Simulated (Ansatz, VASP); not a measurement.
## Two plane-wave programs on Mg

```
Mg
1.0
     2.91162    0.00000    0.00000
     0.00000    2.91162    0.00000
     0.00000    0.00000    2.91162
Mg
1
Cartesian
  0.0000 0.0000 0.0000
```

Alike in both runs: task single point; functional r2SCAN; k mesh 12 × 12 × 12; occupations fermi-dirac, width 0.1 eV; no spin polarisation.

|  | VASP | Ansatz |
| --- | --- | --- |
| version | VASP 6.6.1 | Ansatz 0.2.0 |
| potentials or method | VASP PAW PBE potentials, release 64 (Mg), cutoff 520 eV | plane waves (500 eV) with PAW, scalar-relativistic |
| valence electrons in the cell | 2 | 10 |

Ansatz gave:

* pressure (GPa): 2.5

Question: Estimate VASP's values.

Answer: Pressure (GPa): 2.3.

VASP's potentials were made for PBE, not for r2SCAN. VASP's potentials hold 2 valence electrons a cell and Ansatz's 10, so a difference there can come from the potentials and not from the codes.
